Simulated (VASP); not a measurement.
# K2ZrF5 (P-4m2) in VASP: single point with PBE

Aim: the single point of K2ZrF5 with PBE.

Program: VASP 6.6.1. These are calculated values, not measurements. Logs are shortened: lines on timing, memory, paths and dates and some standing lists are left out, and cuts for length are marked.

## (1) The cell of the first run

Symmetry: P-4m2, No. 115, tetragonal system. Conventional cell: a = 4.285 Å, b = 4.285 Å, c = 10.117 Å, α = 90.00°, β = 90.00°, γ = 90.00°. K (site symmetry 2mm) has 4 F at 2.60 to 2.63 Å within 3.4 Å. Zr (site symmetry -4m2) has 6 F at 2.06 to 2.14 Å within 2.7 Å. F (site symmetry 2mm) has 2 Zr at 2.14 Å within 2.8 Å. F (site symmetry 2mm) has 1 Zr at 2.06 Å and 2 K at 2.63 Å within 2.7 Å. F (site symmetry -4m2) has 4 K at 2.60 Å within 3.4 Å.

## (2) Single point, PBE, collinear spin

File INCAR:

```
SYSTEM = K2ZrF5
  PREC = Accurate
  ENCUT = 520
  EDIFF = 1E-7
  ISMEAR = 0
  SIGMA = 0.2
  LREAL = .False.
  LASPH = .True.
  NELM = 150
  ALGO = Normal
  ISIF = 2
  LWAVE = .False.
  LCHARG = .False.
  ISPIN = 2
  MAGMOM = 0 0 0.4 0 0 0 0 0
  LORBIT = 11
  LMAXMIX = 4
  GGA = PE
  NBANDS = 46
```

File KPOINTS:

```
Automatic mesh
0
Gamma
  6 6 2
  0 0 0
```

File POSCAR:

```
K2ZrF5
1.0
    4.2852440896      0.0000000000      0.0000000000
    0.0000000000      4.2852440896      0.0000000000
    0.0000000000      0.0000000000     10.1173602267
K Zr F
2 1 5
Direct
    0.0000000000      0.5000000000      0.8550488941
    0.5000000000      0.0000000000      0.1449511059
    0.0000000000      0.0000000000      0.5000000000
    0.0000000000      0.5000000000      0.5053861336
    0.5000000000      0.0000000000      0.4946138664
    0.0000000000      0.0000000000      0.2961876918
    0.0000000000      0.0000000000      0.7038123082
    0.5000000000      0.5000000000      0.0000000000
```

Potentials or basis: VASP PAW PBE potentials, release 64 (K_sv, Zr_sv, F).

Run with:

```console
cat potpaw_PBE.64/K_sv/POTCAR potpaw_PBE.64/Zr_sv/POTCAR potpaw_PBE.64/F/POTCAR > POTCAR
mpirun -np 1 vasp_std > vasp.out
```

OUTCAR:

```text
SYSTEM = K2ZrF5
   PREC = Accurate
   ENCUT = 520
   EDIFF = 1E-7
   ISMEAR = 0
   LREAL = .False.
   LASPH = .True.
   NELM = 150
   ISIF = 2
   ISPIN = 2
   LORBIT = 11
   GGA = PE

 ion  position               nearest neighbor table
   1  0.000  0.500  0.855-   8 2.60   8 2.60   7 2.63   7 2.63
   2  0.500  0.000  0.145-   8 2.60   8 2.60   6 2.63   6 2.63
   3  0.000  0.000  0.500-   6 2.06   7 2.06   4 2.14   5 2.14   4 2.14   5 2.14
   4  0.000  0.500  0.505-   3 2.14   3 2.14
   5  0.500  0.000  0.495-   3 2.14   3 2.14
   6  0.000  0.000  0.296-   3 2.06   2 2.63   2 2.63
   7  0.000  0.000  0.704-   3 2.06   1 2.63   1 2.63
   8  0.500  0.500  0.000-   1 2.60   2 2.60   2 2.60   1 2.60

  LATTYP: Found a simple tetragonal cell.
 ALAT       =     4.2852440896
 C/A-ratio  =     2.3609764147

  Lattice vectors:

 A1 = (   4.2852440896,   0.0000000000,   0.0000000000)
 A2 = (   0.0000000000,   4.2852440896,   0.0000000000)
 A3 = (   0.0000000000,   0.0000000000,  10.1173602267)

Analysis of symmetry for initial positions (statically):
=====================================================================
 Subroutine PRICEL returns:
 Original cell was already a primitive cell.

 Routine SETGRP: Setting up the symmetry group for a
 simple tetragonal supercell.

 Subroutine GETGRP returns: Found  8 space group operations
 (whereof  8 operations were pure point group operations)
 out of a pool of 16 trial point group operations.

The static configuration has the point symmetry D_2d.

Analysis of symmetry for dynamics (positions and initial velocities):
=====================================================================
 Subroutine PRICEL returns:
 Original cell was already a primitive cell.

 Routine SETGRP: Setting up the symmetry group for a
 simple tetragonal supercell.

 Subroutine GETGRP returns: Found  8 space group operations
 (whereof  8 operations were pure point group operations)
 out of a pool of 16 trial point group operations.

The dynamic configuration has the point symmetry D_2d.

Analysis of structural, dynamic, and magnetic symmetry:
=====================================================================
 Subroutine PRICEL returns:
 Original cell was already a primitive cell.

 Routine SETGRP: Setting up the symmetry group for a
 simple tetragonal supercell.

 Subroutine GETGRP returns: Found  8 space group operations
 (whereof  8 operations were pure point group operations)
 out of a pool of 16 trial point group operations.
[... 151 lines left out ...]
  ext. energy  EPLUGINS =         0.00000000
  ---------------------------------------------------
  free energy    TOTEN  =       -43.99354188 eV

  energy without entropy =      -43.92526728  energy(sigma->0) =      -43.95940458

 E-fermi :   2.8974     XC(G=0):  -7.2158

 val. band max:        2.8938806065   @ k =   0.3333   0.0000   0.5000
 cond. band min:       2.9035710064   @ k =   0.5000   0.0000   0.0000
 fundamental gap:      0.0096903999
 Fermi energy:         2.8974211670

 spin component 1

 k-point     1 :       0.0000    0.0000    0.0000
  band No.  band energies     occupation
      1     -48.8986      1.00000
      2     -29.2112      1.00000
      3     -29.1924      1.00000
      4     -27.5299      1.00000
      5     -27.0406      1.00000
      6     -27.0406      1.00000
[... 929 lines left out ...]
     43       7.6286      0.00000
     44       7.8278      0.00000
 Fermi energy:         2.8974211670

 spin component 2

 k-point     1 :       0.0000    0.0000    0.0000
  band No.  band energies     occupation
      1     -48.4512      1.00000
      2     -29.2110      1.00000
      3     -29.1920      1.00000
      4     -27.2336      1.00000
      5     -26.4278      1.00000
      6     -26.4278      1.00000
[... 929 lines left out ...]
     43       7.7022      0.00000
     44       8.0575      0.00000
 [bands above 44 left out]

------------------------ aborting loop because EDIFF is reached ----------------------------------------

  FORCE on cell =-STRESS in cart. coord.  units (eV):
  Direction    XX          YY          ZZ          XY          YZ          ZX
  --------------------------------------------------------------------------------------
  -------------------------------------------------------------------------------------
  Total       -0.0420137     -0.0420137      0.2020547      0.0000000      0.0000000      0.0000000
  in kB       -0.3623125     -0.3623125      1.7424537      0.0000000      0.0000000      0.0000000
  external PRESSURE =       0.3392762 kB  Pullay stress =       0.0000000 kB

 VOLUME and BASIS-vectors are now :
 -----------------------------------------------------------------------------
  energy-cutoff  :      520.00
  volume of cell :      185.79
      direct lattice vectors                 reciprocal lattice vectors
     4.285244090  0.000000000  0.000000000     0.233358936  0.000000000  0.000000000
     0.000000000  4.285244090  0.000000000     0.000000000  0.233358936  0.000000000
     0.000000000  0.000000000 10.117360227     0.000000000  0.000000000  0.098840011

 POSITION                                       TOTAL-FORCE (eV/Angst)
 -----------------------------------------------------------------------------------
      0.00000      2.14262      8.65084         0.000000     -0.000000     -0.005286
      2.14262      0.00000      1.46652         0.000000     -0.000000      0.005286
      0.00000      0.00000      5.05868         0.000000     -0.000000      0.000000
      0.00000      2.14262      5.11317         0.000000     -0.000000     -0.000788
      2.14262      0.00000      5.00419        -0.000000     -0.000000      0.000788
      0.00000      0.00000      2.99664         0.000000     -0.000000     -0.078492
      0.00000      0.00000      7.12072        -0.000000     -0.000000      0.078492
      2.14262      2.14262      0.00000         0.000000      0.000000      0.000000
 -----------------------------------------------------------------------------------
    total drift:                                0.000000     -0.000000      0.000000

  FREE ENERGIE OF THE ION-ELECTRON SYSTEM (eV)
  ---------------------------------------------------
  free  energy   TOTEN  =       -43.9935418836 eV

  energy  without entropy=      -43.9252672843  energy(sigma->0) =      -43.95940458

 total charge

# of ion       s       p       d       tot
------------------------------------------
    1        1.959   5.582   0.026   7.567
    2        1.959   5.582   0.026   7.567
    3        2.129   6.015   1.482   9.626
    4        1.735   4.375   0.000   6.109
    5        1.735   4.375   0.000   6.109
    6        1.738   4.363   0.000   6.100
    7        1.738   4.363   0.000   6.100
    8        1.733   4.338   0.000   6.070
--------------------------------------------------
tot         14.724  38.991   1.534  55.249

 magnetization (x)

# of ion       s       p       d       tot
------------------------------------------
    1        0.000   0.000   0.000   0.000
    2        0.000   0.000   0.000   0.000
    3        0.004   0.004   0.649   0.657
    4       -0.000   0.003   0.000   0.003
    5       -0.000   0.003   0.000   0.003
    6        0.000   0.002   0.000   0.002
    7        0.000   0.002   0.000   0.002
    8        0.000   0.000   0.000   0.000
--------------------------------------------------
tot          0.004   0.014   0.649   0.667
```

stdout:

```text
POSCAR found type information on POSCAR K ZrF
 POSCAR found :  3 types and       8 ions
 scaLAPACK will be used
 LDA part: xc-table for (Slater+PW92), standard interpolation
 POSCAR, INCAR and KPOINTS ok, starting setup
 FFT: planning ... GRIDC
 FFT: planning ... GRID_SOFT
 FFT: planning ... GRID
 WAVECAR not read
 entering main loop
```

Run time: 16 min. Hardware: 1 thread of Intel Xeon 8259CL, shared host; peak memory 0.45 GiB.

What came out:

* Free energy: -43.9935 eV
* Pressure: 0.0 GPa
* Largest force: 0.078 eV/Å
* Net moment: 0.84 μB per cell
* Site moments: K +0.00; Zr +0.66; F +0.00 μB
* Valence electrons inside the program's atomic spheres: K 7.57; Zr 9.63; F 6.11, 6.10, 6.07 (each value once)

Forces in eV/Å, atoms in the order of the input:
```
K    0.000  0.000 -0.005
K    0.000  0.000  0.005
Zr   0.000  0.000  0.000
F    0.000  0.000 -0.001
F    0.000  0.000  0.001
F    0.000  0.000 -0.078
F    0.000  0.000  0.078
F    0.000  0.000  0.000
```

Levels at points of the mesh, in eV from the Fermi level:
Spin up:
| k point | band 30 | band 31 | band 32 | band 33 | band 34 | band 35 | band 36 | band 37 |
| --- | --- | --- | --- | --- | --- | --- | --- | --- |
| (0.00, 0.00, 0.00) | -5.79 | -5.61 | -5.61 | -0.99 | -0.46 | -0.04 | -0.04 | 0.97 |
| (0.50, 0.00, 0.00) | -5.73 | -5.64 | -5.62 | -0.04 | 0.01 | 0.71 | 1.55 | 1.93 |
| (0.50, 0.50, 0.00) | -5.71 | -5.71 | -5.50 | 0.70 | 0.79 | 0.79 | 2.22 | 2.73 |
| (0.00, 0.00, 0.50) | -5.80 | -5.61 | -5.61 | -0.99 | -0.10 | -0.04 | -0.04 | 0.27 |
| (0.50, 0.00, 0.50) | -5.72 | -5.64 | -5.62 | -0.04 | 0.01 | 0.71 | 1.69 | 1.92 |
| (0.50, 0.50, 0.50) | -5.71 | -5.71 | -5.50 | 0.70 | 0.79 | 0.79 | 2.24 | 2.76 |
Spin down:
| k point | band 28 | band 29 | band 30 | band 31 | band 32 | band 33 | band 34 | band 35 | band 36 | band 37 |
| --- | --- | --- | --- | --- | --- | --- | --- | --- | --- | --- |
| (0.00, 0.00, 0.00) | -7.13 | -7.13 | -5.79 | -5.61 | -5.61 | -0.43 | 0.20 | 0.53 | 0.53 | 1.15 |
| (0.50, 0.00, 0.00) | -7.14 | -6.96 | -5.73 | -5.64 | -5.62 | 0.58 | 1.07 | 1.23 | 1.56 | 2.01 |
| (0.50, 0.50, 0.00) | -6.96 | -6.96 | -5.71 | -5.71 | -5.50 | 1.34 | 1.34 | 1.67 | 2.22 | 2.73 |
| (0.00, 0.00, 0.50) | -7.13 | -7.13 | -5.80 | -5.61 | -5.61 | -0.10 | 0.20 | 0.38 | 0.53 | 0.53 |
| (0.50, 0.00, 0.50) | -7.14 | -6.97 | -5.72 | -5.64 | -5.62 | 0.58 | 1.07 | 1.23 | 1.69 | 2.25 |
| (0.50, 0.50, 0.50) | -6.97 | -6.97 | -5.71 | -5.71 | -5.50 | 1.34 | 1.34 | 1.67 | 2.24 | 2.75 |
